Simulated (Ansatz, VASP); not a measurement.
## CaH8 in VASP and in Ansatz

Contents of INCAR:

```
SYSTEM = CaH8
  ALGO = Normal
  EDIFF = 1E-7
  ENCUT = 520
  GGA = PE
  ISIF = 2
  ISMEAR = 0
  LASPH = .True.
  LCHARG = .False.
  LREAL = .False.
  LWAVE = .False.
  NBANDS = 19
  NELM = 100
  PREC = Accurate
  SIGMA = 0.1
```

File KPOINTS:

```
k-points
0
Gamma
  12 12 8
  0 0 0
```

File POSCAR:

```
CaH8
1.0
    3.1345442142     -2.1496503075     -0.1230697923
    3.1345442142      2.1496503075     -0.1230697923
   -1.4130771663      0.0000000000      5.0547928043
Ca H
1 8
Direct
    0.5000000000      0.5000000000      0.0000000000
    0.0000000000      0.5000000000      0.5000000000
    0.5000000000      0.0000000000      0.5000000000
    0.3328158187      0.8343608691      0.5011321834
    0.1656391309      0.6671841813      0.4988678166
    0.6671841813      0.1656391309      0.4988678166
    0.8343608691      0.3328158187      0.5011321834
    0.1549464512      0.1549464512      1.0000992223
    0.8450535488      0.8450535488     -0.0000992223
```

Input for Ansatz:

```yaml
crystal:
  lattice:
    - [3.1345442142, -2.1496503075, -0.1230697923]
    - [3.1345442142, 2.1496503075, -0.1230697923]
    - [-1.4130771663, 0.0, 5.0547928043]
  atoms:
    - { symbol: Ca, position: [0.5, 0.5, 0.0] }
    - { symbol: H, position: [0.0, 0.5, 0.5] }
    - { symbol: H, position: [0.5, 0.0, 0.5] }
    - { symbol: H, position: [0.3328158187, 0.8343608691, 0.5011321834] }
    - { symbol: H, position: [0.1656391309, 0.6671841813, 0.4988678166] }
    - { symbol: H, position: [0.6671841813, 0.1656391309, 0.4988678166] }
    - { symbol: H, position: [0.8343608691, 0.3328158187, 0.5011321834] }
    - { symbol: H, position: [0.1549464512, 0.1549464512, 1.0000992223] }
    - { symbol: H, position: [0.8450535488, 0.8450535488, -9.92223e-05] }
basis:
  ecutwfc: 420
kpoints:
  mp_grid: { grid: [12, 12, 8] }
  band_path:
    path:
      - [[0.0, 0.0, 0.0], [-0.37959612, 0.37959612, 0.0]]
      - [[-0.62040388, -0.37959612, 0.0], [-0.5, -0.5, 0.0], [0.0, 0.0, 0.0], [-0.5, -0.5, 0.5], [-0.66793215, -0.33206785, 0.5]]
      - [[-0.33206785, 0.33206785, 0.5], [0.0, 0.0, 0.5], [0.0, 0.0, 0.0]]
      - [[-0.5, 0.0, 0.5], [0.0, 0.0, 0.0], [-0.5, 0.0, 0.0]]
    npoints: 14
hamiltonian:
  xc: pbe
scf:
  occupations: { method: gaussian, width: 0.1 }
  n_extra_bands: 22
output:
  forces: true
  stress: true
  eigenvalues: true
  populations: true
  dos: { projected: true, de: 0.02, nscf_kmesh: { grid: [15, 15, 10] } }
  bader: true
  write_density: true
  write_potential: true
  elf: true
  volumetric_format: npy
```

Alike in both runs: task single point; functional PBE; k mesh 12 × 12 × 8; occupations gaussian, width 0.1 eV; no spin polarisation.

|  | VASP | Ansatz |
| --- | --- | --- |
| version | VASP 6.6.1 | Ansatz 0.2.0 |
| potentials or method | VASP PAW PBE potentials, release 64 (Ca_sv, H), cutoff 520 eV | scalar-relativistic, plane waves, PAW |
| valence electrons in the cell | 18 | 18 |

Ansatz gave:

| Quantity | Value |
| --- | --- |
| gap on the k mesh at the Fermi level (eV) | none |
| pressure (GPa) | 0.0 |

Problem. Estimate VASP's values.

Solution. gap on the k mesh at the Fermi level (eV): none; pressure (GPa): -0.2.

A gap of «none» marks a metal or a gap that the smearing closes. The functional is the same, so the differences come from potentials, cutoffs and numerics.
